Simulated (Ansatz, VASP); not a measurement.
## One calculation of Bi, two programs

```xyz
1
Lattice="-2.0075 2.0075 2.0075 2.0075 -2.0075 2.0075 2.0075 2.0075 -2.0075" Properties=species:S:1:pos:R:3 pbc="T T T"
Bi    0.0000    0.0000    0.0000
```

Alike in both runs: task single point; functional r2SCAN; dispersion D3(BJ); k mesh 9 × 9 × 9; occupations fermi-dirac, width 0.05 eV; no spin polarisation.

|  | VASP | Ansatz |
| --- | --- | --- |
| version | VASP 6.6.1 | Ansatz 0.2.0 |
| potentials or method | VASP PAW PBE potentials, release 64 (Bi_d) | Ansatz PAW |
| plane-wave cutoff (eV) | 520 | 500 |
| valence electrons in the cell | 15 | 15 |

```tsv
	VASP	Ansatz	Ansatz less VASP
gap on the k mesh at the Fermi level (eV)	none	none	-
pressure (GPa)	-3.2	-3.2	+0.04
```

VASP's potentials were made for PBE, not for r2SCAN. A gap of «none» marks a metal or a gap that the smearing closes.

Spin-orbit coupling is off throughout.
